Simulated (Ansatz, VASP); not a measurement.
# AgCl: VASP beside Ansatz

```xyz
4
Lattice="1.8456 -5.4815 0.0000 1.8456 5.4815 0.0000 0.0000 0.0000 3.8710" Properties=species:S:1:pos:R:3 pbc="T T T"
Ag    1.8456    1.1341    2.9033
Ag    1.8456   -1.1341    0.9678
Cl    1.8456   -4.0064    0.9678
Cl    1.8456    4.0064    2.9033
```

Change from the starting cell: volume scaled by 0.96, crystal datasets.

Alike in both runs: task electric field gradients; functional PBE; k mesh 9 × 9 × 8; occupations fermi-dirac, width 0.03 eV; no spin polarisation.

|  | VASP | Ansatz |
| --- | --- | --- |
| version | VASP 6.6.1 | Ansatz 0.2.0 |
| potentials or method | VASP PAW PBE potentials, release 64 (Ag, Cl), cutoff 520 eV | all-electron PAW with datasets made for the crystal, scalar-relativistic |

```csv
,VASP,Ansatz,Ansatz less VASP
pressure (GPa),4.0,4.2,+0.17
"traceless stress, the component that is largest in VASP (GPa)",-0.44,-0.50,-0.052
rms of the force components (eV/Å),0.016,0.018,+0.0020
size of Vzz on the site where it differs most (V/Å²),54.5,51.7,-2.83
```

Atom by atom the forces differ by 0.002 eV/Å (rms over components). Ansatz ran all-electron here, and VASP with PAW potentials.
